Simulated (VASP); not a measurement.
Input of a VASP 6.6.1 run:

Contents of POSCAR:

```
CaO
1.0
    0.0000000000      2.5265383152      2.5265383152
    2.5265383152      0.0000000000      2.5265383152
    2.5265383152      2.5265383152      0.0000000000
Ca O
1 1
Direct
    0.0000000000      0.0000000000      0.0000000000
    0.5000000000      0.5000000000      0.5000000000
```

File INCAR.step1:

```
SYSTEM = CaO
PREC     = Accurate       ! precision mode
ENCUT    = 520            ! plane-wave cutoff, eV
ISMEAR   = 0              ! smearing method
SIGMA    = 0.01           ! smearing width, eV
LREAL    = .False.        ! projectors in reciprocal space
LASPH    = .True.         ! aspherical terms in the spheres
NELM     = 80             ! most SCF steps
NBANDS   = 15             ! bands
GGA      = PE             ! functional
ALGO     = Normal         ! electronic algorithm
EDIFF    = 1E-4           ! SCF threshold, eV
LWAVE    = .True.         ! write WAVECAR
LCHARG   = .False.        ! write CHGCAR
```

Contents of INCAR.step2:

```
SYSTEM = CaO
PREC     = Accurate       ! precision mode
ENCUT    = 520            ! plane-wave cutoff, eV
EDIFF    = 1E-6           ! SCF threshold, eV
ISMEAR   = 0              ! smearing method
SIGMA    = 0.01           ! smearing width, eV
LREAL    = .False.        ! projectors in reciprocal space
LASPH    = .True.         ! aspherical terms in the spheres
NELM     = 80             ! most SCF steps
ALGO     = Normal         ! electronic algorithm
ISIF     = 2              ! what is computed and relaxed
LWAVE    = .False.        ! write WAVECAR
LCHARG   = .True.         ! write CHGCAR
METAGGA  = R2SCAN         ! meta-GGA
LMIXTAU  = .True.       
LELF     = .True.         ! ELF
LVHAR    = .True.       
NBANDS   = 15             ! bands
ISTART   = 1
```

The input KPOINTS:

```
Automatic mesh
0
Gamma
  10 10 10
  0 0 0
```

Potentials or basis: VASP PAW PBE potentials, release 64 (Ca_sv, O).

The run is started by

```console
$ cat potpaw_PBE.64/Ca_sv/POTCAR potpaw_PBE.64/O/POTCAR > POTCAR
$ cp INCAR.step1 INCAR
$ mpirun -np 1 vasp_std > vasp.out
$ cp INCAR.step2 INCAR
$ mpirun -np 1 vasp_std > vasp.out
```

Q: What does it give for the pressure?

A: -12.6 GPa.

Q: Predict the band gap on the k mesh.

A: 4.17 eV, indirect (least direct gap 4.27 eV).

Caveat: the cell differs from its parent crystal (strain +5.4%); the PAW data sets were made with another functional, which shifts forces and pressure a little. A k mesh can miss the band edges.
